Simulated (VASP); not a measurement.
# CaLa (P-6m2) in VASP: a series of runs

The runs below take CaLa through single point, with LDA.

Everything below comes from runs of VASP 6.6.1. Logs are shortened: lines on timing, memory, paths and dates and some standing lists are left out, and cuts for length are marked.

## 1. The cell of the first run

It takes space group P-6m2 (No. 187, hexagonal). Conventional cell: a = 3.619 Å, b = 3.619 Å, c = 6.037 Å, α = 90.00°, β = 90.00°, γ = 120.00°. Ca (site symmetry -6m2) has 6 Ca at 3.62 Å and 6 La at 3.67 Å within 4.8 Å. Within 4.8 Å of La (site symmetry -6m2) lie 6 La at 3.62 Å and 6 Ca at 3.67 Å.

## 2. Single point, LDA

INCAR

```
SYSTEM = CaLa
ALGO = Normal ; EDIFF = 1E-7
ENCUT = 520 ; GGA = CA
ISIF = 2 ; ISMEAR = -1
LASPH = .TRUE. ; LCHARG = .TRUE.
LELF = .TRUE. ; LREAL = .FALSE.
LVHAR = .TRUE. ; LWAVE = .FALSE.
NBANDS = 18 ; NELM = 80
PREC = Accurate ; SIGMA = 0.05
```

KPOINTS

```
k-points
0
G
  7 7 4
  0 0 0
```

POSCAR

```
CaLa
1.0
    3.6194385600      0.0000000000      0.0000000000
   -1.8097192800      3.1344510421      0.0000000000
    0.0000000000      0.0000000000      6.0371890199
Ca La
1 1
Direct
    0.0000000000      0.0000000000      0.5000000000
    0.6666666667      0.3333333333      0.0000000000
```

Potentials or basis: VASP PAW LDA potentials, release 64 (Ca_sv, La).

Started as:

```sh
$ cat potpaw_LDA.64/Ca_sv/POTCAR potpaw_LDA.64/La/POTCAR > POTCAR
$ mpirun -np 1 vasp_std > vasp.out
```

OUTCAR:

```text
SYSTEM = CaLa
   EDIFF = 1E-7
   ENCUT = 520
   GGA = CA
   ISIF = 2
   ISMEAR = -1
   LASPH = .TRUE.
   LREAL = .FALSE.
   NELM = 80
   PREC = Accurate

 ion  position               nearest neighbor table
   1  0.000  0.000  0.500-
   2  0.667  0.333  0.000-

  Warning from LATTYP: Monoclinic adjustment (A1->A3, A2->A1, A3->A2)!
  LATTYP: Found a base centered orthorhombic cell.
 ALAT       =     3.6194385600
 B/A-ratio  =     1.7320095314
 C/A-ratio  =     1.6679904686

  Lattice vectors:

 A1 = (   1.8097192800,  -3.1344510421,   0.0000000000)
 A2 = (   1.8097192800,   3.1344510421,   0.0000000000)
 A3 = (   0.0000000000,   0.0000000000,   6.0371890199)

Analysis of symmetry for initial positions (statically):
=====================================================================
 Subroutine PRICEL returns:
 Original cell was already a primitive cell.

 Routine SETGRP: Setting up the symmetry group for a
 base centered orthorhombic supercell.

 Subroutine GETGRP returns: Found  4 space group operations
 (whereof  4 operations were pure point group operations)
 out of a pool of  8 trial point group operations.

The static configuration has the point symmetry C_2v.

Analysis of symmetry for dynamics (positions and initial velocities):
=====================================================================
 Subroutine PRICEL returns:
 Original cell was already a primitive cell.

 Routine SETGRP: Setting up the symmetry group for a
 base centered orthorhombic supercell.

 Subroutine GETGRP returns: Found  4 space group operations
 (whereof  4 operations were pure point group operations)
 out of a pool of  8 trial point group operations.

The dynamic configuration has the point symmetry C_2v.

 Subroutine INISYM returns: Found  4 space group operations
 (whereof  4 operations are pure point group operations),
 and found     1 'primitive' translations

----------------------------------------------------------------------------------------

                                     Primitive cell

  volume of cell :      68.4916

  direct lattice vectors                    reciprocal lattice vectors
     3.619438560  0.000000000  0.000000000     0.276285944  0.159517566  0.000000000
    -1.809719280  3.134451042  0.000000000     0.000000000  0.319035131  0.000000000
     0.000000000  0.000000000  6.037189020     0.000000000  0.000000000  0.165640002

  length of vectors
     3.619438560  3.619373870  6.037189020     0.319029429  0.319035131  0.165640002

  position of ions in fractional coordinates (direct lattice)
     0.000000000  0.000000000  0.500000000
     0.666666667  0.333333333  0.000000000

  ion indices of the primitive-cell ions
   primitive index   ion index
                 1           1
                 2           2

----------------------------------------------------------------------------------------

 KPOINTS: k-points

Automatic generation of k-mesh.
 Grid dimensions read from file:
 generate k-points for:    7    7    4

 Generating k-lattice:

  Cartesian coordinates                     Fractional coordinates (reciprocal lattice)
     0.039469421  0.022788224  0.000000000     0.142857143  0.000000000  0.000000000
     0.000000000  0.045576447  0.000000000     0.000000000  0.142857143  0.000000000
     0.000000000  0.000000000  0.041410000     0.000000000  0.000000000  0.250000000

  Length of vectors
     0.045575633  0.045576447  0.041410000

  Shift w.r.t. Gamma in fractional coordinates (k-lattice)
     0.000000000  0.000000000  0.000000000

 Subroutine IBZKPT returns following result:
 ===========================================

 Found     48 irreducible k-points:

 Following reciprocal coordinates:
            Coordinates               Weight
  0.000000  0.000000  0.000000      1.000000
  0.142857 -0.000000  0.000000      4.000000
  0.285714  0.000000  0.000000      4.000000
  0.428571 -0.000000  0.000000      4.000000
  0.000000  0.142857  0.000000      2.000000
  0.142857  0.142857  0.000000      4.000000
[... 16 lines left out ...]
  0.285714  0.142857  0.250000      8.000000
  0.428571  0.142857  0.250000      8.000000
 [... further k-points ...]
   k-points           NKPTS =     48   k-points in BZ     NKDIM =     48   number of bands    NBANDS=     18
   number of dos      NEDOS =    301   number of ions     NIONS =      2
   total plane-waves  NPLWV =  37632
   dimension x,y,z NGX =    28 NGY =   28 NGZ =   48
   dimension x,y,z NGXF=    56 NGYF=   56 NGZF=   96
   ions per type =               1   1
   NGX,Y,Z   is equivalent  to a cutoff of  12.86, 12.86, 13.22 a.u.
   NGXF,Y,Z  is equivalent  to a cutoff of  25.72, 25.72, 26.44 a.u.
 SYSTEM =  CaLa
   PREC   = accura    normal or accurate (medium, high low for compatibility)
   ISTART =      0    job   : 0-new  1-cont  2-samecut
   ICHARG =      2    charge: 1-file 2-atom 10-const
   ISPIN  =      1    spin polarized calculation?
   LNONCOLLINEAR =      F non collinear calculations
   LSORBIT =      F    spin-orbit coupling
   LASPH  =      T    aspherical Exc in radial PAW
   ENCUT  =  520.0 eV  38.22 Ry    6.18 a.u.   6.73  6.73 11.23*2*pi/ulx,y,z
   NELM   =     80;   NELMIN=  2; NELMDL= -5     # of ELM steps
   EDIFF  = 0.1E-06   stopping-criterion for ELM
   LREAL  =      F    real-space projection
   EDIFFG = 0.1E-05   stopping-criterion for IOM
   NSW    =      0    number of steps for IOM
   IBRION =     -1    ionic relax: 0-MD 1-quasi-New 2-CG
   NFREE  =      0    steps in history (QN), initial steepest desc. (CG)
   ISIF   =      2    stress and relaxation
   ISYM   =      2    0-nonsym 1-usesym 2-fastsym
   POTIM  = 0.5000    time-step for ionic-motion
   TEBEG  =    0.0;   TEEND  =   0.0 temperature during run
   PSTRESS=    0.0 pullay stress
   NELECT =      21.0000    total number of electrons
   NUPDOWN=      -1.0000    fix difference up-down
   EMIN   =  10.00;   EMAX   =-10.00  energy-range for DOS
   EFERMI =   0.00;   METHOD = LEGACY
   ISMEAR =    -1;   SIGMA  =   0.05  broadening in eV -4-tet -1-fermi 0-gaus
   EFERMI_NEDOS =   21; number of points for ismear=-14 and -15
   IALGO  =     38    algorithm
   IMIX   =      4    mixing-type and parameters
     AMIX     =   0.40;   BMIX     =  1.00
     AMIX_MAG =   1.60;   BMIX_MAG =  1.00
  volume/ion in A,a.u.               =      34.25       231.10
  Fermi-wavevector in a.u.,A,eV,Ry     =   1.103915  2.086096 16.580430  1.218627
  Thomas-Fermi vector in A             =   2.240380
   LORBIT       =      0    0 simple, 1 ext, 2 COOP (PROOUT), +10 PAW based schemes
   GGA     = CA    functional components
   LHFCALC =     F    Hartree Fock is set to
   AEXX    =    0.0000 exact exchange contribution
   IVDW    =     0    specifies the selected vdW correction
   LEPSILON=     F    determine dielectric tensor
   LRPA    =     F    only Hartree local field effects (RPA)
 non-spin polarized calculation
  energy-cutoff  :      520.00
  volume of cell :       68.49
 maximum number of plane-waves:      1860
   NGX = 13   NGY = 13   NGZ = 23

 number of electron      20.9999996 magnetization

 Free energy of the ion-electron system (eV)
  ---------------------------------------------------
  ext. energy  EPLUGINS =         0.00000000
  ---------------------------------------------------
  free energy    TOTEN  =        -7.64975693 eV

  energy without entropy =       -7.62825564  energy(sigma->0) =       -7.63900629

 E-fermi :   5.5258     XC(G=0):  -9.3965

 val. band max:        5.5106468629   @ k =   0.1429   0.4286   0.2500
 cond. band min:       5.5575069359   @ k =   0.2857   0.2857   0.2500
 fundamental gap:      0.0468600730
 Fermi energy:         5.5257536208

 k-point     1 :       0.0000    0.0000    0.0000
  band No.  band energies     occupation
      1     -35.2815      2.00000
      2     -27.1712      2.00000
      3     -16.6360      2.00000
      4     -16.4835      2.00000
      5     -16.4835      2.00000
      6     -10.9578      2.00000
[... 10 lines left out ...]
     17       7.4287      0.00000
     18       7.4539      0.00000

 k-point     2 :       0.1429   -0.0000    0.0000
  band No.  band energies     occupation
      1     -35.2762      2.00000
      2     -27.1357      2.00000
      3     -16.6265      2.00000
      4     -16.5317      2.00000
      5     -16.4947      2.00000
      6     -10.9174      2.00000
[... 10 lines left out ...]
     17       7.3732      0.00000
     18       7.4361      0.00000

 k-point     3 :       0.2857    0.0000    0.0000
  band No.  band energies     occupation
      1     -35.2643      2.00000
      2     -27.0543      2.00000
      3     -16.6382      2.00000
      4     -16.6053      2.00000
      5     -16.5196      2.00000
      6     -11.0611      2.00000
[... 10 lines left out ...]
     17       7.3177      0.00000
     18       7.4497      0.00000

 k-point     4 :       0.4286   -0.0000    0.0000
  band No.  band energies     occupation
      1     -35.2548      2.00000
      2     -26.9874      2.00000
      3     -16.7220      2.00000
      4     -16.5882      2.00000
      5     -16.5395      2.00000
      6     -11.5081      2.00000
[... 10 lines left out ...]
     17       7.4475      0.00000
     18       7.4551      0.00000

 k-point     5 :       0.0000    0.1429    0.0000
  band No.  band energies     occupation
      1     -35.2762      2.00000
      2     -27.1356      2.00000
      3     -16.6265      2.00000
      4     -16.5317      2.00000
      5     -16.4947      2.00000
      6     -10.9174      2.00000
[... 10 lines left out ...]
     17       7.3776      0.00000
     18       7.4356      0.00000

 k-point     6 :       0.1429    0.1429    0.0000
  band No.  band energies     occupation
      1     -35.2676      2.00000
      2     -27.0771      2.00000
      3     -16.6112      2.00000
      4     -16.6020      2.00000
      5     -16.5198      2.00000
      6     -10.8574      2.00000
[... 10 lines left out ...]
     17       7.3285      0.00000
     18       7.4559      0.00000

 k-point     7 :       0.2857    0.1429    0.0000
  band No.  band energies     occupation
      1     -35.2569      2.00000
      2     -27.0025      2.00000
      3     -16.6832      2.00000
      4     -16.5921      2.00000
      5     -16.5560      2.00000
      6     -11.3023      2.00000
[... 10 lines left out ...]
     17       7.3328      0.00000
     18       7.4309      0.00000

 k-point     8 :       0.4286    0.1429    0.0000
  band No.  band energies     occupation
      1     -35.2521      2.00000
      2     -26.9687      2.00000
      3     -16.7185      2.00000
      4     -16.5836      2.00000
      5     -16.5726      2.00000
      6     -11.4893      2.00000
[... 10 lines left out ...]
     17       7.3006      0.00000
     18       7.5295      0.00000
[... 229 lines left out ...]
     17       7.3478      0.00000
     18       7.4403      0.00000

 k-point    20 :       0.4286   -0.0000    0.2500
  band No.  band energies     occupation
      1     -35.2548      2.00000
      2     -26.9874      2.00000
      3     -16.7238      2.00000
      4     -16.5888      2.00000
      5     -16.5393      2.00000
      6     -11.5027      2.00000
[... 10 lines left out ...]
     17       7.3679      0.00000
     18       7.5244      0.00000

 k-point    21 :       0.0000    0.1429    0.2500
  band No.  band energies     occupation
      1     -35.2762      2.00000
      2     -27.1361      2.00000
      3     -16.6203      2.00000
      4     -16.5320      2.00000
      5     -16.4946      2.00000
      6     -10.9367      2.00000
[... 10 lines left out ...]
     17       7.3721      0.00000
     18       7.4465      0.00000

 k-point    22 :       0.1429    0.1429    0.2500
  band No.  band energies     occupation
      1     -35.2676      2.00000
      2     -27.0773      2.00000
      3     -16.6086      2.00000
      4     -16.6021      2.00000
      5     -16.5197      2.00000
      6     -10.8656      2.00000
[... 10 lines left out ...]
     17       7.3551      0.00000
     18       7.3947      0.00000

 k-point    23 :       0.2857    0.1429    0.2500
  band No.  band energies     occupation
      1     -35.2569      2.00000
      2     -27.0025      2.00000
      3     -16.6847      2.00000
      4     -16.5919      2.00000
      5     -16.5560      2.00000
      6     -11.2980      2.00000
[... 10 lines left out ...]
     17       7.3479      0.00000
     18       7.4612      0.00000

 k-point    24 :       0.4286    0.1429    0.2500
  band No.  band energies     occupation
      1     -35.2521      2.00000
      2     -26.9687      2.00000
      3     -16.7201      2.00000
      4     -16.5849      2.00000
      5     -16.5726      2.00000
      6     -11.4844      2.00000
[... 10 lines left out ...]
     17       7.3289      0.00000
     18       7.5377      0.00000

 [... further k-points ...]

------------------------ aborting loop because EDIFF is reached ----------------------------------------

  FORCE on cell =-STRESS in cart. coord.  units (eV):
  Direction    XX          YY          ZZ          XY          YZ          ZX
  --------------------------------------------------------------------------------------
  -------------------------------------------------------------------------------------
  Total        0.1572181      0.1576360      0.1633605      0.0000000      0.0000000      0.0000000
  in kB        3.6776957      3.6874711      3.8213788      0.0000000      0.0000000      0.0000000
  external PRESSURE =       3.7288485 kB  Pullay stress =       0.0000000 kB

 VOLUME and BASIS-vectors are now :
 -----------------------------------------------------------------------------
  energy-cutoff  :      520.00
  volume of cell :       68.49
      direct lattice vectors                 reciprocal lattice vectors
     3.619438560  0.000000000  0.000000000     0.276285944  0.159517566  0.000000000
    -1.809719280  3.134451042  0.000000000     0.000000000  0.319035131  0.000000000
     0.000000000  0.000000000  6.037189020     0.000000000  0.000000000  0.165640002

 POSITION                                       TOTAL-FORCE (eV/Angst)
 -----------------------------------------------------------------------------------
      0.00000      0.00000      3.01859         0.000000      0.000038      0.000000
      1.80972      1.04482      0.00000         0.000000     -0.000038      0.000000
 -----------------------------------------------------------------------------------
    total drift:                               -0.000000     -0.000006      0.000000

  FREE ENERGIE OF THE ION-ELECTRON SYSTEM (eV)
  ---------------------------------------------------
  free  energy   TOTEN  =        -7.6497569339 eV

  energy  without entropy=       -7.6282556385  energy(sigma->0) =       -7.63900629
```

Run time: 28 s. Hardware: 1 thread of Intel Xeon Platinum 8559C (Emerald Rapids), shared host; peak memory 0.21 GiB.

Results:

| Property | Result |
| --- | --- |
| Free energy | -7.6498 eV |
| Pressure | 0.4 GPa |

Levels at points of the mesh, in eV from the Fermi level:
```tsv
k point	band 7	band 8	band 9	band 10	band 11	band 12	band 13	band 14
(0.00, 0.00, 0.00)	-15.68	-15.68	-3.83	-1.48	1.14	1.16	1.70	1.70
(0.00, 0.00, 0.50)	-15.68	-15.68	-2.56	-2.28	0.24	1.14	1.22	1.65
```

Caveat: spin-orbit coupling is left out, which moves the levels of the heavy elements.

## 3. Single point, LDA

This run uses another cell than the first one, of 35.80 Å³/atom, 1.045 times its volume.

INCAR

```
PREC     = Accurate       # precision mode
ENCUT    = 520            # plane-wave cutoff, eV
EDIFF    = 1E-7           # SCF threshold, eV
ISMEAR   = -1             # smearing method
SIGMA    = 0.05           # smearing width, eV
LREAL    = False          # projectors in reciprocal space
LASPH    = True           # aspherical terms in the spheres
NELM     = 100            # most SCF steps
ALGO     = Normal         # electronic algorithm
ISIF     = 2              # what is computed and relaxed
LWAVE    = False          # write WAVECAR
LCHARG   = False          # write CHGCAR
GGA      = CA             # functional
NBANDS   = 18             # bands
```

KPOINTS

```
regular mesh
0
Gamma
  7 7 4
```

POSCAR

```
CaLa
1.0
    3.6734679966      0.0000000000      0.0000000000
   -1.8367339983      3.1812407917      0.0000000000
    0.0000000000      0.0000000000      6.1273096052
Ca La
1 1
Direct
    0.0000000000      0.0000000000      0.5000000000
    0.6666666667      0.3333333333      0.0000000000
```

Potentials or basis: VASP PAW LDA potentials, release 64 (Ca_sv, La).

Started as:

```sh
$ cat potpaw_LDA.64/Ca_sv/POTCAR potpaw_LDA.64/La/POTCAR > POTCAR
$ mpirun -np 1 vasp_std > vasp.out
```

Run time: 28 s. Hardware: 1 thread of Intel Xeon Platinum 8559C (Emerald Rapids), shared host; peak memory 0.21 GiB.

Results (log left out):

```yaml
Free_energy: -7.6457 eV
Pressure: -0.8 GPa
```

Stress tensor (GPa, compression positive):
```
-0.86  0.00  0.00
 0.00 -0.86  0.00
 0.00  0.00 -0.67
```

Levels at points of the mesh, in eV from the Fermi level:
```
           k point  band 7  band 8  band 9  band 10  band 11  band 12  band 13  band 14
(0.00, 0.00, 0.00)  -15.83  -15.83   -3.80    -1.47     1.02     1.12     1.60     1.60
(0.00, 0.00, 0.50)  -15.83  -15.83   -2.58    -2.34     0.24     1.09     1.17     1.61
```

Caveat: spin-orbit coupling is left out, which moves the levels of the heavy elements.

## 4. Single point, LDA

This run uses another cell than the first one, of 37.36 Å³/atom, 1.091 times its volume.

INCAR

```
PREC = Accurate
ENCUT = 520
EDIFF = 1E-6
ISMEAR = -1
SIGMA = 0.05
LREAL = False
LASPH = True
NELM = 80
ALGO = Normal
ISIF = 2
LWAVE = False
LCHARG = True
GGA = CA
LELF = True
LVHAR = True
NBANDS = 18
```

KPOINTS

```
Automatic mesh
0
Gamma
  7 7 4
```

POSCAR

```
CaLa
1.0
    3.7259532019      0.0000000000      0.0000000000
   -1.8629766009      3.2266932296      0.0000000000
    0.0000000000      0.0000000000      6.2148544273
Ca La
1 1
Direct
    0.0000000000      0.0000000000      0.5000000000
    0.6666666667      0.3333333333      0.0000000000
```

Started as:

```sh
$ cat potpaw_LDA.64/Ca_sv/POTCAR potpaw_LDA.64/La/POTCAR > POTCAR
$ mpirun -np 1 vasp_std > vasp.out
```

Run time: 28 s. Hardware: 1 thread of Intel Xeon Platinum 8559C (Emerald Rapids), shared host; peak memory 0.21 GiB.

The run converged. Its results:

```yaml
Free_energy: -7.6210 eV
Pressure: -1.8 GPa
```

Stress tensor (GPa, compression positive):
```
-1.88  0.00  0.00
 0.00 -1.88  0.00
 0.00  0.00 -1.55
```

Levels at points of the mesh, in eV from the Fermi level:
```tsv
k point	band 7	band 8	band 9	band 10	band 11	band 12	band 13	band 14
(0.00, 0.00, 0.00)	-15.96	-15.96	-3.77	-1.45	0.91	1.07	1.51	1.51
(0.00, 0.00, 0.50)	-15.96	-15.96	-2.60	-2.38	0.24	1.05	1.12	1.55
```

Caveat: spin-orbit coupling is left out, which moves the levels of the heavy elements.

## 5. Overview

```tsv
cell	gap on the mesh (eV)	pressure (GPa)
a = 3.619, b = 3.619, c = 6.037 Å, angles 90.0, 90.0, 120.0°, 2 atoms	none	0.4
a = 3.673, b = 3.673, c = 6.127 Å, angles 90.0, 90.0, 120.0°, 2 atoms	none	-0.8
a = 3.726, b = 3.726, c = 6.215 Å, angles 90.0, 90.0, 120.0°, 2 atoms	none	-1.8
```

Alike in all rows: task single point; level LDA; potentials or basis VASP PAW LDA potentials, release 64 (Ca_sv, La); no spin polarisation; k mesh 7 × 7 × 4; cutoff (eV) 520; smearing fermi-dirac 0.05 eV.

Caveats: spin-orbit coupling is left out, which moves the levels of the heavy elements.

Absolute energies hang on the potentials; compare differences alone.
